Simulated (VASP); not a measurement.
# Al (Fm-3m) in VASP: further runs

Aim: see how the results for Al move with the level of theory and the settings. Levels: LDA, RPBE, PBE. Tasks: single point, relaxation of volume and atoms at fixed shape.

All numbers are computed with VASP 6.6.1; they aren't measurements. Logs are shortened: lines on timing, memory, paths and dates and some standing lists are left out, and cuts for length are marked.

## 1. The cell of the first run

It takes space group Fm-3m (No. 225, cubic). The conventional cell has a = 4.039 Å, b = 4.039 Å, c = 4.039 Å, α = 90.00°, β = 90.00°, γ = 90.00°. Within 3.8 Å of Al (site symmetry m-3m) lie 12 Al at 2.86 Å.

## 2. Single point, LDA

File INCAR:

```
SYSTEM = Al
  ALGO = Fast
  EDIFF = 1E-7
  ENCUT = 520
  ISIF = 2
  ISMEAR = -5
  LASPH = .True.
  LCHARG = .False.
  LREAL = .False.
  LWAVE = .False.
  NBANDS = 8
  NELM = 60
  PREC = Accurate
  SIGMA = 0.1
```

File KPOINTS:

```
k-points
0
Gamma
  3 3 3
  0 0 0
```

File POSCAR:

```
Al
1.0
    0.0000000000      2.0194648466      2.0194648466
    2.0194648466      0.0000000000      2.0194648466
    2.0194648466      2.0194648466      0.0000000000
Al
1
Direct
    0.0150091912     -0.0013241651     -0.0094605922
```

Potentials or basis: VASP PAW LDA potentials, release 64 (Al).

Launch:

```sh
cat potpaw_LDA.64/Al/POTCAR > POTCAR
mpirun -np 1 vasp_std > vasp.out
```

OUTCAR:

```text
SYSTEM = Al
   EDIFF = 1E-7
   ENCUT = 520
   ISIF = 2
   ISMEAR = -5
   LASPH = .True.
   LREAL = .False.
   NELM = 60
   PREC = Accurate

 ion  position               nearest neighbor table
   1  0.015  0.999  0.991-

  LATTYP: Found a face centered cubic cell.
 ALAT       =     4.0389296932

  Lattice vectors:

 A1 = (   0.0000000000,   2.0194648466,   2.0194648466)
 A2 = (   2.0194648466,   0.0000000000,   2.0194648466)
 A3 = (   2.0194648466,   2.0194648466,   0.0000000000)

Analysis of symmetry for initial positions (statically):
=====================================================================
 Subroutine PRICEL returns:
 Original cell was already a primitive cell.

 Routine SETGRP: Setting up the symmetry group for a
 face centered cubic supercell.

 Subroutine GETGRP returns: Found 48 space group operations
 (whereof  1 operations were pure point group operations)
 out of a pool of 48 trial point group operations.

The static configuration has the point symmetry C_1 .
 The point group associated with its full space group is O_h .

Analysis of symmetry for dynamics (positions and initial velocities):
=====================================================================
 Subroutine PRICEL returns:
 Original cell was already a primitive cell.

 Routine SETGRP: Setting up the symmetry group for a
 face centered cubic supercell.

 Subroutine GETGRP returns: Found 48 space group operations
 (whereof  1 operations were pure point group operations)
 out of a pool of 48 trial point group operations.

The dynamic configuration has the point symmetry C_1 .
 The point group associated with its full space group is O_h .

 Subroutine INISYM returns: Found 48 space group operations
 (whereof  1 operations are pure point group operations),
 and found     1 'primitive' translations

----------------------------------------------------------------------------------------

                                     Primitive cell

  volume of cell :      16.4717

  direct lattice vectors                    reciprocal lattice vectors
     0.000000000  2.019464847  2.019464847    -0.247590346  0.247590346  0.247590346
     2.019464847  0.000000000  2.019464847     0.247590346 -0.247590346  0.247590346
     2.019464847  2.019464847  0.000000000     0.247590346  0.247590346 -0.247590346

  length of vectors
     2.855954575  2.855954575  2.855954575     0.428839059  0.428839059  0.428839059

  position of ions in fractional coordinates (direct lattice)
     0.015009191  0.998675835  0.990539408

  ion indices of the primitive-cell ions
   primitive index   ion index
                 1           1

----------------------------------------------------------------------------------------

 KPOINTS: k-points

Automatic generation of k-mesh.
 Grid dimensions read from file:
 generate k-points for:    3    3    3

 Generating k-lattice:

  Cartesian coordinates                     Fractional coordinates (reciprocal lattice)
    -0.082530115  0.082530115  0.082530115     0.333333333  0.000000000  0.000000000
     0.082530115 -0.082530115  0.082530115     0.000000000  0.333333333  0.000000000
     0.082530115  0.082530115 -0.082530115     0.000000000  0.000000000  0.333333333

  Length of vectors
     0.142946353  0.142946353  0.142946353

  Shift w.r.t. Gamma in fractional coordinates (k-lattice)
     0.000000000  0.000000000  0.000000000

 TETIRR: Found      7 inequivalent tetrahedra from      162

 Subroutine IBZKPT returns following result:
 ===========================================

 Found      4 irreducible k-points:

 Following reciprocal coordinates:
            Coordinates               Weight
  0.000000  0.000000  0.000000      1.000000
  0.333333  0.000000  0.000000      8.000000
  0.333333  0.333333  0.000000      6.000000
 -0.333333  0.333333  0.000000     12.000000
   k-points           NKPTS =      4   k-points in BZ     NKDIM =      4   number of bands    NBANDS=      8
   number of dos      NEDOS =    301   number of ions     NIONS =      1
   total plane-waves  NPLWV =  13824
   dimension x,y,z NGX =    24 NGY =   24 NGZ =   24
   dimension x,y,z NGXF=    48 NGYF=   48 NGZF=   48
   ions per type =               1
   NGX,Y,Z   is equivalent  to a cutoff of  13.97, 13.97, 13.97 a.u.
   NGXF,Y,Z  is equivalent  to a cutoff of  27.94, 27.94, 27.94 a.u.
 SYSTEM =  Al
   PREC   = accura    normal or accurate (medium, high low for compatibility)
   ISTART =      0    job   : 0-new  1-cont  2-samecut
   ICHARG =      2    charge: 1-file 2-atom 10-const
   ISPIN  =      1    spin polarized calculation?
   LNONCOLLINEAR =      F non collinear calculations
   LSORBIT =      F    spin-orbit coupling
   LASPH  =      T    aspherical Exc in radial PAW
   ENCUT  =  520.0 eV  38.22 Ry    6.18 a.u.   5.31  5.31  5.31*2*pi/ulx,y,z
   NELM   =     60;   NELMIN=  2; NELMDL= -5     # of ELM steps
   EDIFF  = 0.1E-06   stopping-criterion for ELM
   LREAL  =      F    real-space projection
   EDIFFG = 0.1E-05   stopping-criterion for IOM
   NSW    =      0    number of steps for IOM
   IBRION =     -1    ionic relax: 0-MD 1-quasi-New 2-CG
   NFREE  =      0    steps in history (QN), initial steepest desc. (CG)
   ISIF   =      2    stress and relaxation
   ISYM   =      2    0-nonsym 1-usesym 2-fastsym
   POTIM  = 0.5000    time-step for ionic-motion
   TEBEG  =    0.0;   TEEND  =   0.0 temperature during run
   PSTRESS=    0.0 pullay stress
   NELECT =       3.0000    total number of electrons
   NUPDOWN=      -1.0000    fix difference up-down
   EMIN   =  10.00;   EMAX   =-10.00  energy-range for DOS
   EFERMI =   0.00;   METHOD = LEGACY
   ISMEAR =    -5;   SIGMA  =   0.10  broadening in eV -4-tet -1-fermi 0-gaus
   EFERMI_NEDOS =   21; number of points for ismear=-14 and -15
   IALGO  =     68    algorithm
   IMIX   =      4    mixing-type and parameters
     AMIX     =   0.40;   BMIX     =  1.00
     AMIX_MAG =   1.60;   BMIX_MAG =  1.00
  volume/ion in A,a.u.               =      16.47       111.16
  Fermi-wavevector in a.u.,A,eV,Ry     =   0.927974  1.753616 11.716453  0.861135
  Thomas-Fermi vector in A             =   2.054101
   LORBIT       =      0    0 simple, 1 ext, 2 COOP (PROOUT), +10 PAW based schemes
   GGA     = CA    functional components
   LHFCALC =     F    Hartree Fock is set to
   AEXX    =    0.0000 exact exchange contribution
   IVDW    =     0    specifies the selected vdW correction
   LEPSILON=     F    determine dielectric tensor
   LRPA    =     F    only Hartree local field effects (RPA)
 non-spin polarized calculation
 RMM-DIIS sequential band-by-band and
 Fermi weights with tetrahedron method with Bloechl corrections
  energy-cutoff  :      520.00
  volume of cell :       16.47
 maximum number of plane-waves:       459
 NGX is ok and might be reduce to    24
   NGX = 11   NGY = 11   NGZ = 11

 number of electron       3.0000000 magnetization

 Free energy of the ion-electron system (eV)
  ---------------------------------------------------
  ext. energy  EPLUGINS =         0.00000000
  ---------------------------------------------------
  free energy    TOTEN  =        -4.37874067 eV

  energy without entropy =       -4.37874067  energy(sigma->0) =       -4.37874067

 E-fermi :   8.2266     XC(G=0): -10.3469

 val. band max:        6.7598279716   @ k =  -0.3333   0.3333   0.0000
 cond. band min:       8.1779913757   @ k =  -0.3333   0.3333   0.0000
 fundamental gap:      1.4181634042
 Fermi energy:         8.2266038800

 k-point     1 :       0.0000    0.0000    0.0000
  band No.  band energies     occupation
      1      -3.2953      2.00000
      2      20.3963      0.00000
      3      20.3963      0.00000
      4      20.3963      0.00000
      5      21.7311      0.00000
      6      21.7311      0.00000
      7      21.7311      0.00000
      8      24.4553      0.00000

 k-point     2 :       0.3333    0.0000    0.0000
  band No.  band energies     occupation
      1      -0.3094      2.00000
      2       8.3094      0.87250
      3      18.5004     -0.00874
      4      18.5004      0.00000
      5      21.0799      0.00000
      6      21.0799      0.00000
      7      22.1440      0.00000
      8      25.1574      0.00000

 k-point     3 :       0.3333    0.3333    0.0000
  band No.  band energies     occupation
      1       0.6700      2.00000
      2      12.1778     -0.60004
      3      14.1098     -0.30058
      4      14.2089      0.00000
      5      14.2089      0.00000
      6      17.6758      0.00000
      7      30.5581      0.00000
      8      31.8825      0.00000

 k-point     4 :      -0.3333    0.3333    0.0000
  band No.  band energies     occupation
      1       4.5227      2.00000
      2       6.7598      1.78516
      3       8.1780      0.33931
      4      15.0730      0.00000
      5      16.8721      0.00000
      6      26.3617      0.00000
      7      27.8709      0.00000
      8      27.9948      0.00000

------------------------ aborting loop because EDIFF is reached ----------------------------------------

  FORCE on cell =-STRESS in cart. coord.  units (eV):
  Direction    XX          YY          ZZ          XY          YZ          ZX
  --------------------------------------------------------------------------------------
  -------------------------------------------------------------------------------------
  Total       -0.5769166     -0.5769166     -0.5769166     -0.0000000     -0.0000000      0.0000000
  in kB      -56.1157448    -56.1157448    -56.1157448     -0.0000000     -0.0000000      0.0000000
  external PRESSURE =     -56.1157448 kB  Pullay stress =       0.0000000 kB

 VOLUME and BASIS-vectors are now :
 -----------------------------------------------------------------------------
  energy-cutoff  :      520.00
  volume of cell :       16.47
      direct lattice vectors                 reciprocal lattice vectors
     0.000000000  2.019464847  2.019464847    -0.247590346  0.247590346  0.247590346
     2.019464847  0.000000000  2.019464847     0.247590346 -0.247590346  0.247590346
     2.019464847  2.019464847  0.000000000     0.247590346  0.247590346 -0.247590346

 POSITION                                       TOTAL-FORCE (eV/Angst)
 -----------------------------------------------------------------------------------
      4.01715      2.03067      2.04710         0.000000      0.000000      0.000000
 -----------------------------------------------------------------------------------
    total drift:                               -0.000002      0.000001     -0.000001

  FREE ENERGIE OF THE ION-ELECTRON SYSTEM (eV)
  ---------------------------------------------------
  free  energy   TOTEN  =        -4.3787406655 eV

  energy  without entropy=       -4.3787406655  energy(sigma->0) =       -4.37874067
```

Run time: 2.9 s. Hardware: 1 thread of AMD EPYC 7R13 (Zen 3), shared host; peak memory 0.08 GiB.

Results:

- Free energy: -4.3787 eV
- Pressure: -5.6 GPa

Caveat: the k points lie up to 0.90 Å⁻¹ apart; tetrahedron occupations give inexact forces and stress in metals.

[end of part 1 of 3]
